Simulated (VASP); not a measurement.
Write the native input for VASP 6.6.1 that does the following.

```yaml
Task: single point
Functional: HSE06
Potentials_or_basis: VASP PAW PBE potentials, release 64 (F, Li_sv)
Cutoff: 520 eV
k_mesh: 8 × 8 × 8
Occupations: fermi-dirac, width 0.05 eV
Spin: no spin polarisation
Dipole_correction: no
Grid_for_exact_exchange_PRECFOCK: Normal
Further_INCAR_settings: ALGO = Normal; EDIFF = 1e-06; NBANDS = 12
Share_of_exact_exchange: 0.25
Screening_parameter: 0.2079 1/Å
```

LiF:

```
F Li
1.0
     0.00000    2.04050    2.04050
     2.04050    0.00000    2.04050
     2.04050    2.04050    0.00000
F Li
1 1
Cartesian
  2.0405 2.0405 2.0405
  0.0000 0.0000 0.0000
```

The input as run:

POSCAR

```
LiF
1.0
    0.0000000000      2.0405030393      2.0405030393
    2.0405030393      0.0000000000      2.0405030393
    2.0405030393      2.0405030393      0.0000000000
F Li
1 1
Direct
    0.5000000000      0.5000000000      0.5000000000
    0.0000000000      0.0000000000      0.0000000000
```

INCAR.step1

```
SYSTEM = LiF
  PREC = Accurate
  ENCUT = 520
  EDIFF = 1E-5
  ISMEAR = -1
  SIGMA = 0.05
  LREAL = .FALSE.
  LASPH = .TRUE.
  NELM = 100
  ALGO = Normal
  ISIF = 2
  LWAVE = .TRUE.
  LCHARG = .FALSE.
  GGA = PE
  NBANDS = 12
```

INCAR.step2

```
SYSTEM = LiF
  PREC = Accurate
  ENCUT = 520
  EDIFF = 1E-6
  ISMEAR = -1
  SIGMA = 0.05
  LREAL = .FALSE.
  LASPH = .TRUE.
  NELM = 100
  ALGO = Normal
  ISIF = 2
  LWAVE = .FALSE.
  LCHARG = .FALSE.
  GGA = PE
  LHFCALC = .TRUE.
  HFSCREEN = 0.2079
  PRECFOCK = Normal
  ISTART = 1
  NBANDS = 12
```

KPOINTS

```
regular mesh
0
G
  8 8 8
  0 0 0
```

Potentials or basis: VASP PAW PBE potentials, release 64 (F, Li_sv).

The run is started by

```bash
$ cat potpaw_PBE.64/F/POTCAR potpaw_PBE.64/Li_sv/POTCAR > POTCAR
$ cp INCAR.step1 INCAR
$ mpirun -np 1 vasp_std > vasp.out
$ cp INCAR.step2 INCAR
$ mpirun -np 1 vasp_std > vasp.out
```

It gave:

```
Band gap on the k mesh : 11.02 eV
```

Wall time 55 min on 1 thread of Intel Xeon 8259CL, on a shared host, peak memory 0.25 GiB.
